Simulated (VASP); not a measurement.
Mg: single point with LDA

Crystal: Mg.

```
CELL_PARAMETERS angstrom
3.13250 0.00000 0.00000
-1.56625 2.71283 0.00000
0.00000 0.00000 5.08489
ATOMIC_POSITIONS crystal
Mg 0.33333 0.66667 0.25000
Mg 0.66667 0.33333 0.75000
```

```yaml
Program: VASP 6.6.1
Task: single point
Functional: LDA
Potentials_or_basis: VASP PAW LDA potentials, release 64 (Mg)
Cutoff: 520 eV
k_mesh: 12 × 12 × 6
Occupations: fermi-dirac, width 0.6 eV
Spin: no spin polarisation
Dipole_correction: no
Further_INCAR_settings: ALGO = Normal; EDIFF = 1e-06; NBANDS = 9
```

The pressure is 0.9 GPa. The band gap on the k mesh is zero (band 2 reaches 3.81 eV, above the bottom of band 3 at 1.52 eV).

Levels at points of the mesh, in eV from the Fermi level:
| k point | band 1 | band 2 | band 3 | band 4 | band 5 |
| --- | --- | --- | --- | --- | --- |
| (0.00, 0.00, 0.00) | -7.14 | -1.71 | -1.23 | 11.29 | 11.29 |
| (0.50, 0.00, 0.00) | -2.18 | -2.16 | 2.79 | 3.13 | 3.45 |
| (0.00, 0.00, 0.50) | -5.69 | -5.69 | 5.24 | 5.24 | 12.04 |
| (0.50, 0.00, 0.50) | -1.10 | -1.10 | -0.41 | -0.41 | 8.29 |

It took 20 s on 1 thread of Intel Xeon 8259CL, on a shared host, peak memory 0.15 GiB.
